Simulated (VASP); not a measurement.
Set up this calculation in VASP 6.6.1, as the native input.

```
Task                   : single point
Functional             : PBE
Potentials or basis    : VASP PAW PBE potentials, release 64 (Ag, Ir)
Cutoff                 : 520 eV
k mesh                 : 20 × 20 × 20
Occupations            : gaussian, width 0.1 eV
Spin                   : no spin polarisation
Dipole correction      : no
Further INCAR settings : ALGO = Fast; EDIFF = 1e-06; NBANDS = 22
```

The structure of AgIr2 lies in POSCAR:

```
AgIr2
1.0
   -1.3755472610      1.8957885266      4.6530417509
    1.3755472610     -1.8957885266      4.6530417509
    1.3755472610      1.8957885266     -4.6530417509
Ag Ir
1 2
Direct
    0.0000000000      0.0000000000      0.0000000000
    0.6906675077      0.6906675077      0.0000000000
    0.3093324923      0.3093324923      0.0000000000
```

The input as run:

INCAR

```
ALGO     = Fast           # electronic algorithm
EDIFF    = 1E-6           # SCF threshold, eV
ENCUT    = 520            # plane-wave cutoff, eV
GGA      = PE             # functional
ISIF     = 2              # what is computed and relaxed
ISMEAR   = 0              # smearing method
LASPH    = True           # aspherical terms in the spheres
LCHARG   = False          # write CHGCAR
LREAL    = False          # projectors in reciprocal space
LWAVE    = False          # write WAVECAR
NBANDS   = 22             # bands
NELM     = 60             # most SCF steps
PREC     = Accurate       # precision mode
SIGMA    = 0.1            # smearing width, eV
```

KPOINTS

```
k-points
0
Gamma
  20 20 20
```

Potentials or basis: VASP PAW PBE potentials, release 64 (Ag, Ir).

Launch:

```sh
$ cat potpaw_PBE.64/Ag/POTCAR potpaw_PBE.64/Ir/POTCAR > POTCAR
$ mpirun -np 1 vasp_std > vasp.out
```

It gave:

```json
{
  "Pressure": "0.2 GPa",
  "Largest force": "0.025 eV/Å",
  "Band gap on the k mesh": "zero (an odd number of electrons rules out a gap without spin polarisation)"
}
```

Caveat: spin-orbit coupling is left out, which moves the levels of the heavy elements.

It took 54 min on 1 thread of AMD EPYC 7R32 (Zen 2), with other jobs on the host, peak memory 1.2 GiB.
